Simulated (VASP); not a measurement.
# MgO2 (R-3m) in VASP: a series of runs, part 2 of 2

VASP 6.6.1. Earlier steps stand in the parts before.

## Step 5: Relaxation of shape and atoms at fixed volume, PBEsol (10.31 Å³/atom)

This run uses another cell than the first one, of 10.31 Å³/atom.

Contents of INCAR:

```
ALGO     = Normal         # electronic algorithm
EDIFF    = 1E-6           # SCF threshold, eV
EDIFFG   = -0.01          # ionic threshold
ENCUT    = 600            # plane-wave cutoff, eV
GGA      = PS             # functional
IBRION   = 2              # ionic algorithm
ISIF     = 4              # what is computed and relaxed
ISMEAR   = 0              # smearing method
LASPH    = T              # aspherical terms in the spheres
LCHARG   = F              # write CHGCAR
LREAL    = F              # projectors in reciprocal space
LWAVE    = F              # write WAVECAR
NELM     = 60             # most SCF steps
NSW      = 50             # ionic steps
PREC     = Accurate       # precision mode
SIGMA    = 0.02           # smearing width, eV
```

Contents of KPOINTS:

```
k-points
0
Gamma
  12 12 12
```

Contents of POSCAR:

```
MgO2
1.0
    1.5995059095      0.9234751674      3.4916042370
   -1.5995059095      0.9234751674      3.4916042370
    0.0000000000     -1.8469503349      3.4916042370
Mg O
1 2
Direct
    0.0000000000      0.0000000000      0.0000000000
    0.4291433726      0.4291433726      0.4291433726
    0.5708566274      0.5708566274      0.5708566274
```

Potentials or basis: VASP PAW PBE potentials, release 64 (Mg, O).

Run with:

```bash
$ cat potpaw_PBE.64/Mg/POTCAR potpaw_PBE.64/O/POTCAR > POTCAR
$ mpirun -np 1 vasp_std > vasp.out
```

OUTCAR:

```text
EDIFF = 1E-6
   EDIFFG = -0.01
   ENCUT = 600
   GGA = PS
   IBRION = 2
   ISIF = 4
   ISMEAR = 0
   LASPH = T
   LREAL = F
   NELM = 60
   NSW = 50
   PREC = Accurate

 ion  position               nearest neighbor table
   1  0.000  0.000  0.000-   3 2.10   3 2.10   2 2.10   2 2.10   3 2.10   2 2.10
   2  0.429  0.429  0.429-   3 1.48   1 2.10   1 2.10   1 2.10
   3  0.571  0.571  0.571-   2 1.48   1 2.10   1 2.10   1 2.10

  LATTYP: Found a trigonal (rhomboedric) cell.
 ALAT       =     3.9500032515
 COS(alpha) =     0.6720506403

  Lattice vectors:

 A1 = (   1.5995059095,   0.9234751674,   3.4916042370)
 A2 = (  -1.5995059095,   0.9234751674,   3.4916042370)
 A3 = (   0.0000000000,  -1.8469503349,   3.4916042370)

Analysis of symmetry for initial positions (statically):
=====================================================================
 Subroutine PRICEL returns:
 Original cell was already a primitive cell.

 Routine SETGRP: Setting up the symmetry group for a
 trigonal (rhombohedral) supercell.

 Subroutine GETGRP returns: Found 12 space group operations
 (whereof 12 operations were pure point group operations)
 out of a pool of 12 trial point group operations.

The static configuration has the point symmetry D_3d.

Analysis of symmetry for dynamics (positions and initial velocities):
=====================================================================
 Subroutine PRICEL returns:
 Original cell was already a primitive cell.

 Routine SETGRP: Setting up the symmetry group for a
 trigonal (rhombohedral) supercell.

 Subroutine GETGRP returns: Found 12 space group operations
 (whereof 12 operations were pure point group operations)
 out of a pool of 12 trial point group operations.

The dynamic configuration has the point symmetry D_3d.

 Subroutine INISYM returns: Found 12 space group operations
 (whereof 12 operations are pure point group operations),
[... 138 lines left out ...]

 number of electron      13.9999996 magnetization

 Free energy of the ion-electron system (eV)
  ---------------------------------------------------
  ext. energy  EPLUGINS =         0.00000000
  ---------------------------------------------------
  free energy    TOTEN  =       -17.21707953 eV

  energy without entropy =      -17.21707953  energy(sigma->0) =      -17.21707953

------------------------ aborting loop because EDIFF is reached ----------------------------------------

  FORCE on cell =-STRESS in cart. coord.  units (eV):
  Direction    XX          YY          ZZ          XY          YZ          ZX
  --------------------------------------------------------------------------------------
  -------------------------------------------------------------------------------------
  Total       -0.7548141     -0.7548141     -0.9447919      0.0000000      0.0000000      0.0000000
  in kB      -39.0807853    -39.0807853    -48.9169535      0.0000000      0.0000000      0.0000000
  external PRESSURE =     -42.3595080 kB  Pullay stress =       0.0000000 kB
[... 135 lines left out ...]
--------------------------------------- Ionic step        5  -------------------------------------------

 number of electron      13.9999996 magnetization

 Free energy of the ion-electron system (eV)
  ---------------------------------------------------
  ext. energy  EPLUGINS =         0.00000000
  ---------------------------------------------------
  free energy    TOTEN  =       -17.21745687 eV

  energy without entropy =      -17.21745687  energy(sigma->0) =      -17.21745687

 E-fermi :   2.8245     XC(G=0): -10.4744

 val. band max:        2.6739883125   @ k =   0.5000   0.5000   0.5000
 cond. band min:       4.9691325802   @ k =   0.5000   0.5000   0.5000
 fundamental gap:      2.2951442677
 Fermi energy:         2.8245161343

 k-point     1 :       0.0000    0.0000    0.0000
  band No.  band energies     occupation
      1     -18.7039      2.00000
      2     -11.7923      2.00000
      3      -5.1132      2.00000
      4      -0.7172      2.00000
      5      -0.7172      2.00000
      6       1.8495      2.00000
      7       1.8495      2.00000
      8       7.1443      0.00000
      9       7.5366      0.00000
     10      14.7221      0.00000
     11      16.5268      0.00000
[... 309 lines left out ...]
 k-point    24 :      -0.4167    0.1667    0.0000
  band No.  band energies     occupation
      1     -18.1588      2.00000
      2     -12.1583      2.00000
      3      -4.0904      2.00000
      4      -3.1094      2.00000
      5      -1.4698      2.00000
      6       1.1952      2.00000
      7       1.5008      2.00000
      8       6.8436      0.00000
      9      11.8406      0.00000
     10      12.8294      0.00000
     11      15.1700      0.00000

 [... further k-points ...]

------------------------ aborting loop because EDIFF is reached ----------------------------------------

  FORCE on cell =-STRESS in cart. coord.  units (eV):
  Direction    XX          YY          ZZ          XY          YZ          ZX
  --------------------------------------------------------------------------------------
  -------------------------------------------------------------------------------------
  Total       -0.7942786     -0.7942786     -0.7948733      0.0000000      0.0000000      0.0000000
  in kB      -41.1240716    -41.1240716    -41.1548611      0.0000000      0.0000000      0.0000000
  external PRESSURE =     -41.1343347 kB  Pullay stress =       0.0000000 kB
[... 18 lines left out ...]
  FREE ENERGIE OF THE ION-ELECTRON SYSTEM (eV)
  ---------------------------------------------------
  free  energy   TOTEN  =       -17.2174568697 eV

  energy  without entropy=      -17.2174568697  energy(sigma->0) =      -17.21745687

 reached required accuracy - stopping structural energy minimisation
```

OSZICAR:

```text
N       E                     dE             d eps       ncg     rms          rms(c)
DAV:   1     0.650934686960E+02    0.65093E+02   -0.84424E+03  4430   0.131E+03
DAV:   2    -0.151809349791E+02   -0.80274E+02   -0.74756E+02  5619   0.242E+02
DAV:   3    -0.184816421703E+02   -0.33007E+01   -0.32862E+01  5205   0.527E+01
[... 30 lines left out ...]
       N       E                     dE             d eps       ncg     rms          rms(c)
DAV:   1    -0.172174424846E+02   -0.62753E-04   -0.16735E-02  4164   0.127E+00    0.332E-02
DAV:   2    -0.172174581318E+02   -0.15647E-04   -0.26053E-04  4788   0.163E-01    0.190E-02
DAV:   3    -0.172174569493E+02    0.11824E-05   -0.80423E-06  4593   0.284E-02    0.747E-03
DAV:   4    -0.172174568697E+02    0.79636E-07   -0.69652E-07  2193   0.835E-03
   5 F= -.17217457E+02 E0= -.17217457E+02  d E =-.153772E-04
```

CONTCAR:

```text
MgO2
   1.00000000000000
     1.6020256337565411    0.9249299308780912    3.4806294299932303
    -1.6020256337565411    0.9249299308780912    3.4806294299932303
    -0.0000000000000000   -1.8498598618534889    3.4806294299924758
  Mg              O
     1     2
Direct
     0.0000000000000000    0.0000000000000000    0.0000000000000000
     0.4288833429277746    0.4288833429277746    0.4288833429277746
     0.5711166570722255    0.5711166570722255    0.5711166570722254

  0.00000000E+00  0.00000000E+00  0.00000000E+00
  0.00000000E+00  0.00000000E+00  0.00000000E+00
  0.00000000E+00  0.00000000E+00  0.00000000E+00
```

Run time: 1.7 min. Hardware: 1 thread of AMD EPYC 9R45 (Zen 5), shared host; peak memory 0.21 GiB.

What came out:

| Property | Result |
| --- | --- |
| Free energy | -17.2175 eV |
| Energy gained by relaxing | 0.1 meV/atom |
| Ionic steps | 5 |
| Pressure after relaxing | -4.1 GPa |
| Band gap on the k mesh | 2.30 eV |

Step by step:
```csv
step,energy change (eV),largest force (eV/Å),pressure (GPa),volume (Å³)
1,0.0000,0.0291,-4.24,30.94
2,-0.0003,0.0283,-4.15,30.94
3,-0.0004,0.0277,-4.09,30.94
4,-0.0003,0.0616,-4.20,30.94
5,-0.0004,0.0008,-4.11,30.94
```

Final structure:
```yaml
crystal:
  lattice:
    - [1.60203, 0.92493, 3.48063]
    - [-1.60203, 0.92493, 3.48063]
    - [0.00000, -1.84986, 3.48063]
  atoms:
    - { symbol: Mg, position: [0.00000, 0.00000, 0.00000] }
    - { symbol: O, position: [0.42888, 0.42888, 0.42888] }
    - { symbol: O, position: [0.57112, 0.57112, 0.57112] }
```

Levels at points of the mesh, in eV from the valence-band top:
```
           k point  band 4  band 5  band 6  band 7  band 8  band 9  band 10  band 11
(0.00, 0.00, 0.00)   -3.39   -3.39   -0.82   -0.82    4.47    4.86    12.05    13.85
(0.50, 0.00, 0.00)   -6.14   -3.73   -1.28   -1.13    4.19    8.49    10.14    12.46
(0.50, 0.50, 0.00)   -5.47   -4.41   -2.18   -0.13    3.53    7.67    10.91    12.30
(0.50, 0.50, 0.50)   -3.92   -3.92    0.00    0.00    2.30    4.83     9.36    14.06
```

Caveat: the PAW data sets were made with another functional, which shifts forces and pressure a little. A k mesh can miss the band edges.

## Step 6: Summary

```tsv
potentials or basis	cell	cutoff (eV)	gap on the mesh (eV)	pressure (GPa)
VASP PAW PBE potentials, release 64 (Mg_sv, O)	relaxed from a = 3.872 Å, angles 47.8°, 3 atoms	750	2.50	4.0
VASP PAW PBE potentials, release 64 (Mg, O)	relaxed from a = 3.842 Å, angles 47.5°, 3 atoms	600	2.58	8.5
VASP PAW PBE potentials, release 64 (Mg, O)	relaxed from a = 3.872 Å, angles 47.8°, 3 atoms	600	2.48	3.6
VASP PAW PBE potentials, release 64 (Mg, O)	relaxed from a = 3.950 Å, angles 47.8°, 3 atoms	600	2.30	-4.1
```

Alike in all rows: task relaxation of shape and atoms at fixed volume; level PBEsol; no spin polarisation; k mesh 12 × 12 × 12; smearing gaussian 0.02 eV.

Caveats: the PAW data sets were made with another functional, which shifts forces and pressure a little.

Total energies depend on the potentials used, so only differences within one code and one set of settings carry meaning.
